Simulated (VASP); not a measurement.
# Li4Nb4O11 (a cell with a defect) in VASP: notebook

Runs on Li4Nb4O11 (a cell with a defect). Level: PBEsol. Tasks: single point.

All numbers are computed with VASP 6.6.1; they aren't measurements. Logs are shortened: lines on timing, memory, paths and dates and some standing lists are left out, and cuts for length are marked.

## (1) The cell of the first run

The cell holds a defect, 19 atoms: a = 5.183 Å, b = 5.445 Å, c = 7.517 Å, α = 93.91°, β = 90.00°, γ = 90.00°.

## (2) Single point, PBEsol

File INCAR:

```
ALGO = Normal
EDIFF = 1E-7
ENCUT = 520
GGA = PS
ISIF = 2
ISMEAR = 0
LASPH = True
LCHARG = False
LREAL = Auto
LWAVE = False
NBANDS = 80
NELECT = 128.0
NELM = 80
PREC = Accurate
SIGMA = 0.05
```

File KPOINTS:

```
k-points
0
Gamma
  4 4 4
```

File POSCAR:

```
Li4Nb4O11
1.0
    5.1825903872      0.0000000000      0.0000000000
    0.0000000000      2.9921699552     -4.5492247954
    0.0000000000      5.9843399104      4.5492247953
Li Nb O
4 4 11
Direct
    0.0000000000      0.5000000000      0.2500000000
    0.5000000000      0.0000000000      0.7500000000
    0.0000000000      0.5000000000      0.7500000000
    0.5000000000      0.0000000000      0.2500000000
    0.0000000000      0.0000000000      0.0000000000
    0.5000000000      0.5000000000      0.5000000000
    0.0000000000      0.0000000000      0.5000000000
    0.5000000000      0.5000000000      0.0000000000
    0.8795714442      0.0000000000      0.2500000000
    0.3795714442      0.5000000000      0.7500000000
    0.8102142779      0.6897857221      0.9397857221
    0.8102142779      0.3102142779      0.5602142779
    0.3102142779      0.8102142779      0.0602142779
    0.1204285558      0.0000000000      0.7500000000
    0.6204285558      0.5000000000      0.2500000000
    0.6897857221      0.8102142779      0.5602142779
    0.1897857221      0.3102142779      0.0602142779
    0.3013627079      0.8018619754      0.4397857221
    0.6897857221      0.1897857221      0.9397857221
```

Potentials or basis: VASP PAW PBE potentials, release 64 (Li_sv, Nb_sv, O).

The run is started by

```sh
> cat potpaw_PBE.64/Li_sv/POTCAR potpaw_PBE.64/Nb_sv/POTCAR potpaw_PBE.64/O/POTCAR > POTCAR
> mpirun -np 1 vasp_std > vasp.out
```

OUTCAR:

```text
EDIFF = 1E-7
   ENCUT = 520
   GGA = PS
   ISIF = 2
   ISMEAR = 0
   LASPH = True
   LREAL = Auto
   NELECT = 128.0
   NELM = 80
   PREC = Accurate

 ion  position               nearest neighbor table
   1  0.000  0.500  0.250-  15 1.97  17 1.97
   2  0.500  0.000  0.750-  14 1.97  16 1.97  19 1.97
   3  0.000  0.500  0.750-  10 1.97  11 1.97  12 1.97
   4  0.500  0.000  0.250-   9 1.97  13 1.97  18 2.11
   5  0.000  0.000  0.000-  13 1.98  19 1.98  14 1.98   9 1.98  17 1.98  11 1.98
   6  0.500  0.500  0.500-  12 1.98  10 1.98  15 1.98  16 1.98  18 2.02
   7  0.000  0.000  0.500-  18 1.93  16 1.98   9 1.98  14 1.98  12 1.98
   8  0.500  0.500  0.000-  11 1.98  17 1.98  15 1.98  10 1.98  13 1.98  19 1.98
   9  0.880  0.000  0.250-   4 1.97   5 1.98   7 1.98
  10  0.380  0.500  0.750-   3 1.97   6 1.98   8 1.98
  11  0.810  0.690  0.940-   3 1.97   8 1.98   5 1.98
  12  0.810  0.310  0.560-   3 1.97   6 1.98   7 1.98
  13  0.310  0.810  0.060-   4 1.97   5 1.98   8 1.98
  14  0.120  0.000  0.750-   2 1.97   5 1.98   7 1.98
  15  0.620  0.500  0.250-   1 1.97   6 1.98   8 1.98
  16  0.690  0.810  0.560-   2 1.97   7 1.98   6 1.98
  17  0.190  0.310  0.060-   1 1.97   8 1.98   5 1.98
  18  0.301  0.802  0.440-   7 1.93   6 2.02   4 2.11
  19  0.690  0.190  0.940-   2 1.97   5 1.98   8 1.98

  LATTYP: Found a simple monoclinic cell.
 ALAT       =     5.4450461228
 B/A-ratio  =     0.9517991713
 C/A-ratio  =     1.3805512169
 COS(beta)  =    -0.0681454888

  Lattice vectors:

 A1 = (   0.0000000000,   2.9921699552,  -4.5492247954)
 A2 = (  -5.1825903872,   0.0000000000,   0.0000000000)
 A3 = (   0.0000000000,   5.9843399104,   4.5492247953)

Analysis of symmetry for initial positions (statically):
=====================================================================
 Subroutine PRICEL returns:
 Original cell was already a primitive cell.

 Routine SETGRP: Setting up the symmetry group for a
 simple monoclinic supercell.

 Subroutine GETGRP returns: Found  1 space group operations
 (whereof  1 operations were pure point group operations)
 out of a pool of  4 trial point group operations.

The static configuration has the point symmetry C_1 .

Analysis of symmetry for dynamics (positions and initial velocities):
=====================================================================
 Subroutine PRICEL returns:
[... 147 lines left out ...]
   IBRION =     -1    ionic relax: 0-MD 1-quasi-New 2-CG
   NFREE  =      0    steps in history (QN), initial steepest desc. (CG)
   ISIF   =      2    stress and relaxation
   ISYM   =      2    0-nonsym 1-usesym 2-fastsym
   POTIM  = 0.5000    time-step for ionic-motion
   TEBEG  =    0.0;   TEEND  =   0.0 temperature during run
   PSTRESS=    0.0 pullay stress
   NELECT =     128.0000    total number of electrons
   NUPDOWN=      -1.0000    fix difference up-down
   EMIN   =  10.00;   EMAX   =-10.00  energy-range for DOS
   EFERMI =   0.00;   METHOD = LEGACY
   ISMEAR =     0;   SIGMA  =   0.05  broadening in eV -4-tet -1-fermi 0-gaus
   EFERMI_NEDOS =   21; number of points for ismear=-14 and -15
   IALGO  =     38    algorithm
   IMIX   =      4    mixing-type and parameters
     AMIX     =   0.40;   BMIX     =  1.00
     AMIX_MAG =   1.60;   BMIX_MAG =  1.00
  volume/ion in A,a.u.               =      11.14        75.17
  Fermi-wavevector in a.u.,A,eV,Ry     =   1.384462  2.616253 26.078745  1.916734
  Thomas-Fermi vector in A             =   2.508963
   LORBIT       =      0    0 simple, 1 ext, 2 COOP (PROOUT), +10 PAW based schemes
   GGA     = PS    functional components
   LHFCALC =     F    Hartree Fock is set to
   AEXX    =    0.0000 exact exchange contribution
   IVDW    =     0    specifies the selected vdW correction
   LEPSILON=     F    determine dielectric tensor
   LRPA    =     F    only Hartree local field effects (RPA)
 non-spin polarized calculation
 Gauss-broadening in eV      SIGMA  =   0.05
  energy-cutoff  :      520.00
  volume of cell :      211.64
 maximum number of plane-waves:      5740
 NGX is ok and might be reduce to    40
   NGX = 19   NGY = 21   NGZ = 27

 number of electron     127.9999970 magnetization

 Free energy of the ion-electron system (eV)
  ---------------------------------------------------
  ext. energy  EPLUGINS =         0.00000000
  ---------------------------------------------------
  free energy    TOTEN  =      -165.48834095 eV

  energy without entropy =     -165.48834095  energy(sigma->0) =     -165.48834095

 E-fermi :   4.3615     XC(G=0): -10.6820

 val. band max:        4.0525106097   @ k =   0.2500   0.0000   0.5000
 cond. band min:       4.8183820654   @ k =   0.0000   0.0000   0.5000
 fundamental gap:      0.7658714557
 Fermi energy:         4.3614608733

 k-point     1 :       0.0000    0.0000    0.0000
  band No.  band energies     occupation
      1     -51.8184      2.00000
      2     -51.3201      2.00000
      3     -50.2598      2.00000
      4     -50.1885      2.00000
      5     -38.9534      2.00000
      6     -38.5503      2.00000
[... 1885 lines left out ...]
     75       8.5262      0.00000
     76       8.7771      0.00000

 [... further k-points ...]

 [bands above 76 left out]

------------------------ aborting loop because EDIFF is reached ----------------------------------------

  FORCE on cell =-STRESS in cart. coord.  units (eV):
  Direction    XX          YY          ZZ          XY          YZ          ZX
  --------------------------------------------------------------------------------------
  -------------------------------------------------------------------------------------
  Total      -21.5565635    -20.8391425    -26.7928930      1.7115805     -0.1077541      1.2823106
  in kB     -163.1917936   -157.7606296   -202.8328985     12.9573475     -0.8157413      9.7076030
  external PRESSURE =    -174.5951073 kB  Pullay stress =       0.0000000 kB

 VOLUME and BASIS-vectors are now :
 -----------------------------------------------------------------------------
  energy-cutoff  :      520.00
  volume of cell :      211.64
      direct lattice vectors                 reciprocal lattice vectors
     5.182590387  0.000000000  0.000000000     0.192953702  0.000000000  0.000000000
     0.000000000  2.992169955 -4.549224795     0.000000000  0.111401872 -0.146545114
     0.000000000  5.984339910  4.549224795     0.000000000  0.111401872  0.073272557

 POSITION                                       TOTAL-FORCE (eV/Angst)
 -----------------------------------------------------------------------------------
      0.00000      2.99217     -1.13731        -0.343927     -0.626950     -0.740796
      2.59130      4.48825      3.41192         0.057002      0.458109      0.530961
      0.00000      5.98434      1.13731        -0.216608      0.648005      0.416661
      2.59130      1.49608      1.13731         0.214510     -1.012852     -0.019606
      0.00000      0.00000      0.00000        -0.107678     -0.531379     -0.098495
      2.59130      4.48825     -0.00000         3.007183      2.781926     -2.690847
[... 11 lines left out ...]
      1.56184      5.03113     -1.64717        -2.165040     -0.805476      0.020091
      3.57488      6.19187      3.41192        -0.018663      0.166812     -0.148717
 -----------------------------------------------------------------------------------
    total drift:                                0.000111     -0.000352     -0.004170

  FREE ENERGIE OF THE ION-ELECTRON SYSTEM (eV)
  ---------------------------------------------------
  free  energy   TOTEN  =      -165.4883409539 eV

  energy  without entropy=     -165.4883409539  energy(sigma->0) =     -165.48834095
```

OSZICAR:

```text
N       E                     dE             d eps       ncg     rms          rms(c)
DAV:   1     0.147336223075E+04    0.14734E+04   -0.67627E+04  5760   0.169E+03
DAV:   2    -0.334592411547E+02   -0.15068E+04   -0.14363E+04  6936   0.602E+02
DAV:   3    -0.187471675604E+03   -0.15401E+03   -0.15227E+03  8504   0.176E+02
DAV:   4    -0.199616748981E+03   -0.12145E+02   -0.12103E+02 10416   0.448E+01
DAV:   5    -0.200591626965E+03   -0.97488E+00   -0.97387E+00  9080   0.950E+00    0.358E+01
DAV:   6    -0.166504784841E+03    0.34087E+02   -0.15666E+02  7912   0.550E+01    0.142E+01
DAV:   7    -0.165794447630E+03    0.71034E+00   -0.17275E+01  8624   0.180E+01    0.705E+00
DAV:   8    -0.165573265315E+03    0.22118E+00   -0.23353E+00  9744   0.700E+00    0.391E+00
DAV:   9    -0.165488254007E+03    0.85011E-01   -0.59137E-01  8448   0.397E+00    0.139E+00
DAV:  10    -0.165487551944E+03    0.70206E-03   -0.69652E-02  7264   0.130E+00    0.507E-01
DAV:  11    -0.165487987910E+03   -0.43597E-03   -0.13365E-02  9368   0.552E-01    0.171E-01
DAV:  12    -0.165488274738E+03   -0.28683E-03   -0.17261E-03  9224   0.214E-01    0.807E-02
DAV:  13    -0.165488319219E+03   -0.44481E-04   -0.33941E-04  8392   0.838E-02    0.355E-02
DAV:  14    -0.165488337497E+03   -0.18278E-04   -0.55250E-05  7392   0.382E-02    0.134E-02
DAV:  15    -0.165488340468E+03   -0.29714E-05   -0.14330E-05  9528   0.208E-02    0.787E-03
DAV:  16    -0.165488340918E+03   -0.44926E-06   -0.22183E-06  7384   0.762E-03    0.363E-03
DAV:  17    -0.165488340954E+03   -0.36331E-07   -0.81477E-07  7840   0.510E-03
   1 F= -.16548834E+03 E0= -.16548834E+03  d E =-.231959E-19
```

It took 12 min on 1 thread of Intel Xeon Platinum 8559C (Emerald Rapids), shared host; peak memory 0.51 GiB.

Results:

```
Free energy   : -165.4883 eV
Largest force : 4.901 eV/Å
```

Forces in eV/Å, atoms in the order of the input:
```
Li  -0.344 -0.627 -0.741
Li   0.057  0.458  0.531
Li  -0.217  0.648  0.417
Li   0.215 -1.013 -0.020
Nb  -0.108 -0.531 -0.098
Nb   3.007  2.782 -2.691
Nb  -3.056 -0.171  2.739
Nb   0.374  0.116 -0.115
O    0.673  1.609  1.053
O   -0.268 -2.686 -1.380
O   -0.218  0.078  0.024
O   -0.119 -0.136 -1.130
O   -0.014 -0.138  0.154
O   -0.125 -1.148 -1.347
O   -0.691  1.166  2.072
O    2.935 -0.178  0.417
O    0.082  0.411  0.245
O   -2.165 -0.805  0.020
O   -0.019  0.167 -0.149
```

Caveat: the cell carries a net charge on a neutralising background, which shifts energy and pressure; the cell differs from its parent crystal (atoms taken out, atom 18 moved -0.167 of the way to it and +0.700 Å across, host rigid); the cell is charged against a uniform background, so pressure and absolute levels hang on convention; the cutoff is under 1.25 times the usual one of these potentials, so pressure, stress and relaxed cells hold a basis-set (Pulay) error; the PAW data sets were made with another functional, which shifts forces and pressure a little.

## (3) Single point, PBEsol

File INCAR:

```
SYSTEM = Li4Nb4O11
PREC     = Accurate       ! precision mode
ENCUT    = 520            ! plane-wave cutoff, eV
EDIFF    = 1E-6           ! SCF threshold, eV
ISMEAR   = 0              ! smearing method
SIGMA    = 0.05           ! smearing width, eV
LREAL    = Auto         
LASPH    = .True.         ! aspherical terms in the spheres
NELM     = 60             ! most SCF steps
ALGO     = Normal         ! electronic algorithm
ISIF     = 2              ! what is computed and relaxed
LWAVE    = .False.        ! write WAVECAR
LCHARG   = .False.        ! write CHGCAR
GGA      = PS             ! functional
NELECT   = 128.0        
NBANDS   = 80             ! bands
```

File KPOINTS:

```
Automatic mesh
0
Gamma
  4 4 4
  0 0 0
```

POSCAR: that of step 2 with these lines changed.

```diff
@@ -25,3 +25,3 @@
     0.1897857221      0.3102142779      0.0602142779
-    0.3013627079      0.8018619754      0.4397857221
+    0.3302897181      0.1064357221      0.4397857221
     0.6897857221      0.1897857221      0.9397857221
```

Potentials or basis: VASP PAW PBE potentials, release 64 (Li_sv, Nb_sv, O).

The run is started by

```sh
> cat potpaw_PBE.64/Li_sv/POTCAR potpaw_PBE.64/Nb_sv/POTCAR potpaw_PBE.64/O/POTCAR > POTCAR
> mpirun -np 1 vasp_std > vasp.out
```

It took 30 min on 1 thread of Intel Xeon 8259CL, shared host; peak memory 0.53 GiB.

Results (log left out):

| Quantity | Value |
| --- | --- |
| Free energy | -165.4329 eV |
| Largest force | 5.150 eV/Å |

Forces on the atoms (eV/Å):
```
Li  -0.569 -1.260 -0.452
Li  -0.033  0.378  0.168
Li  -0.252  0.682  0.587
Li   0.647 -1.195 -0.645
Nb  -0.156 -0.215 -0.091
Nb   4.628  0.173  2.254
Nb  -1.678  2.599 -2.617
Nb   0.192 -0.144 -0.102
O    0.437  1.111  1.605
O   -0.308 -2.458 -1.936
O   -0.221  0.045  0.114
O   -0.381 -0.243 -0.667
O   -0.035 -0.073  0.357
O   -0.296 -1.583 -0.477
O   -1.068  2.072  1.447
O   -0.789 -1.958  1.721
O    0.079  0.284  0.013
O   -0.211  1.590 -1.053
O    0.014  0.198 -0.226
```

Levels at points of the mesh, in eV from the Fermi level:
| k point | band 62 | band 63 | band 64 | band 65 | band 66 | band 67 |
| --- | --- | --- | --- | --- | --- | --- |
| (0.00, 0.00, 0.00) | -0.51 | -0.50 | -0.38 | 0.26 | 1.06 | 1.47 |
| (0.50, 0.00, 0.00) | -0.96 | -0.46 | -0.39 | 0.81 | 1.48 | 1.62 |
| (0.00, 0.50, 0.00) | -1.00 | -0.48 | -0.47 | 1.14 | 1.55 | 1.72 |
| (0.50, 0.50, 0.00) | -0.98 | -0.91 | -0.89 | 0.53 | 1.34 | 1.45 |
| (0.00, 0.00, 0.50) | -0.48 | -0.42 | -0.34 | 0.24 | 1.05 | 2.03 |
| (0.50, 0.00, 0.50) | -0.76 | -0.46 | -0.39 | 0.80 | 1.44 | 1.94 |
| (0.00, 0.50, 0.50) | -0.83 | -0.48 | -0.45 | 1.12 | 1.50 | 2.05 |
| (0.50, 0.50, 0.50) | -0.99 | -0.97 | -0.90 | 0.51 | 1.37 | 1.99 |

Caveat: the cell carries a net charge on a neutralising background, which shifts energy and pressure; the cell differs from its parent crystal (atoms taken out, atom 18 moved 1.167 of the way to it and +0.000 Å across, host rigid); the cell is charged against a uniform background, so pressure and absolute levels hang on convention; the cutoff is under 1.25 times the usual one of these potentials, so pressure, stress and relaxed cells hold a basis-set (Pulay) error; the PAW data sets were made with another functional, which shifts forces and pressure a little.

## (4) Single point, PBEsol

File INCAR:

```
SYSTEM = Li4Nb4O11
ALGO = Normal
EDIFF = 1E-6
ENCUT = 520
GGA = PS
ISIF = 2
ISMEAR = 0
LASPH = .True.
LCHARG = .False.
LREAL = Auto
LWAVE = .False.
NBANDS = 80
NELECT = 128.0
NELM = 80
PREC = Accurate
SIGMA = 0.05
```

File KPOINTS:

```
k-points
0
Gamma
  4 4 4
  0 0 0
```

POSCAR: that of step 3 with these lines changed.

```diff
@@ -25,3 +25,3 @@
     0.1897857221      0.3102142779      0.0602142779
-    0.3302897181      0.1064357221      0.4397857221
+    0.0782087363      0.5777094688      0.4397857221
     0.6897857221      0.1897857221      0.9397857221
```

Potentials or basis: VASP PAW PBE potentials, release 64 (Li_sv, Nb_sv, O).

The run is started by

```sh
> cat potpaw_PBE.64/Li_sv/POTCAR potpaw_PBE.64/Nb_sv/POTCAR potpaw_PBE.64/O/POTCAR > POTCAR
> mpirun -np 1 vasp_std > vasp.out
```

OUTCAR:

```text
SYSTEM = Li4Nb4O11
   EDIFF = 1E-6
   ENCUT = 520
   GGA = PS
   ISIF = 2
   ISMEAR = 0
   LASPH = .True.
   LREAL = Auto
   NELECT = 128.0
   NELM = 80
   PREC = Accurate

 ion  position               nearest neighbor table
   1  0.000  0.500  0.250-  18 1.52  15 1.97  17 1.97
[... 2152 lines left out ...]
  -------------------------------------------------------------------------------------
  Total      -27.5502944    -21.6819392    -26.7963624      1.0496671      3.9619904     -2.7568119
  in kB     -208.5667298   -164.1409378   -202.8591631      7.9463992     29.9938491    -20.8701667
  external PRESSURE =    -191.8556102 kB  Pullay stress =       0.0000000 kB

 VOLUME and BASIS-vectors are now :
 -----------------------------------------------------------------------------
  energy-cutoff  :      520.00
  volume of cell :      211.64
      direct lattice vectors                 reciprocal lattice vectors
     5.182590387  0.000000000  0.000000000     0.192953702  0.000000000  0.000000000
     0.000000000  2.992169955 -4.549224795     0.000000000  0.111401872 -0.146545114
     0.000000000  5.984339910  4.549224795     0.000000000  0.111401872  0.073272557

 POSITION                                       TOTAL-FORCE (eV/Angst)
 -----------------------------------------------------------------------------------
      0.00000      2.99217     -1.13731        -1.339581     -4.169650     -1.871467
      2.59130      4.48825      3.41192         0.230755      0.666987      0.569380
      0.00000      5.98434      1.13731         0.037631      0.301804      0.029251
      2.59130      1.49608      1.13731         0.569767     -1.210516     -0.490400
      0.00000      0.00000      0.00000        -0.189980      0.015319     -0.011378
      2.59130      4.48825     -0.00000         0.699104      2.410690     -2.433895
[... 11 lines left out ...]
      0.40532      4.36043     -0.62745         5.781724      5.237272      0.168992
      3.57488      6.19187      3.41192         0.146140      0.087008      0.015546
 -----------------------------------------------------------------------------------
    total drift:                               -0.003326      0.002264      0.002873

  FREE ENERGIE OF THE ION-ELECTRON SYSTEM (eV)
  ---------------------------------------------------
  free  energy   TOTEN  =      -163.3992388516 eV

  energy  without entropy=     -163.3992388516  energy(sigma->0) =     -163.39923885
```

It took 16 min on 1 thread of Intel Xeon Platinum 8488C (Sapphire Rapids), shared host; peak memory 0.52 GiB.

What came out:

```
Free energy   : -163.3992 eV
Largest force : 7.803 eV/Å
```

Forces in eV/Å, atoms in the order of the input:
```
Li  -1.340 -4.170 -1.871
Li   0.231  0.667  0.569
Li   0.038  0.302  0.029
Li   0.570 -1.211 -0.490
Nb  -0.190  0.015 -0.011
Nb   0.699  2.411 -2.434
Nb  -4.107 -0.690  2.610
Nb   0.101 -0.230 -0.080
O    0.983  2.032  1.242
O    0.305 -1.991 -0.987
O   -0.080  0.163 -0.174
O   -1.270 -1.502  1.460
O   -0.024  0.237  0.047
O    0.320 -2.383 -1.958
O   -1.146  1.567  1.812
O   -1.152 -0.390 -0.228
O    0.134 -0.150  0.281
O    5.782  5.237  0.169
O    0.146  0.087  0.016
```

Levels at points of the mesh, in eV from the Fermi level:
| k point | band 60 | band 61 | band 62 | band 63 | band 64 | band 65 | band 66 | band 67 | band 68 | band 69 |
| --- | --- | --- | --- | --- | --- | --- | --- | --- | --- | --- |
| (0.00, 0.00, 0.00) | -0.99 | -0.57 | -0.43 | -0.40 | -0.30 | 0.50 | 1.21 | 1.56 | 1.78 | 2.23 |
| (0.50, 0.00, 0.00) | -1.06 | -0.87 | -0.63 | -0.36 | -0.32 | 0.42 | 1.50 | 1.71 | 1.96 | 2.41 |
| (0.00, 0.50, 0.00) | -1.08 | -1.02 | -0.58 | -0.41 | -0.38 | 1.21 | 1.49 | 1.87 | 2.12 | 2.27 |
| (0.50, 0.50, 0.00) | -1.09 | -0.99 | -0.85 | -0.85 | -0.74 | 0.53 | 1.51 | 1.66 | 1.78 | 2.22 |
| (0.00, 0.00, 0.50) | -0.96 | -0.66 | -0.41 | -0.34 | -0.27 | 0.50 | 1.18 | 2.10 | 2.44 | 2.51 |
| (0.50, 0.00, 0.50) | -0.79 | -0.73 | -0.56 | -0.37 | -0.32 | 0.40 | 1.49 | 2.05 | 2.26 | 2.70 |
| (0.00, 0.50, 0.50) | -0.85 | -0.77 | -0.58 | -0.40 | -0.36 | 1.31 | 1.41 | 2.17 | 2.31 | 2.62 |
| (0.50, 0.50, 0.50) | -0.97 | -0.95 | -0.93 | -0.86 | -0.76 | 0.50 | 1.75 | 2.07 | 2.34 | 2.56 |

Caveat: the cell carries a net charge on a neutralising background, which shifts energy and pressure; the cell differs from its parent crystal (atoms taken out, atom 18 moved 0.167 of the way to it and -0.700 Å across, host rigid); the cell is charged against a uniform background, so pressure and absolute levels hang on convention; the cutoff is under 1.25 times the usual one of these potentials, so pressure, stress and relaxed cells hold a basis-set (Pulay) error; the PAW data sets were made with another functional, which shifts forces and pressure a little.
